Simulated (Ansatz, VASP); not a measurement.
## TePtSe3: VASP beside Ansatz

```
Te Pt Se
1.0
     3.55282    2.05122    3.60538
    -3.55282    2.05122    3.60538
     0.00000   -4.10245    3.60538
Te Pt Se
1 1 3
Direct
  0.50000 0.50000 0.50000
  0.00000 0.00000 0.00000
  0.00000 0.00000 0.50000
  0.50000 0.00000 0.00000
  0.00000 0.50000 0.00000
```

Alike in both runs: task relaxation of cell and atoms; functional PBE; k mesh 3 × 3 × 3; occupations gaussian, width 0.1 eV; collinear spin.

|  | VASP | Ansatz |
| --- | --- | --- |
| version | VASP 6.6.1 | Ansatz 0.2.0 |
| potentials or method | VASP PAW PBE potentials, release 64 (Te, Pt, Se), cutoff 600 eV | scalar-relativistic, plane waves, PAW |
| valence electrons in the cell | 34 | 82 |

```csv
,VASP,Ansatz,Ansatz less VASP
"gap on the k mesh at the Fermi level, each at its own relaxed structure (eV)",none,none,-
net moment per atom (μB),0.00,0.00,0.000
relaxed volume (Å³/atom),24.54,24.51,-0.032
relaxed cell length with the largest relative difference (Å),5.219,5.219,-0.0009
```

A gap of «none» marks a metal or a gap that the smearing closes. VASP's potentials hold 34 valence electrons a cell and Ansatz's 82, so a difference there can come from the potentials and not from the codes. Ansatz's warnings: seeded moment not kept.

The k mesh is coarse, so the values compare programs but aren't converged. Spin-orbit coupling is off throughout. Noted on VASP's run: the volume moved by over 15 % at a fixed basis, so the end points are rough.
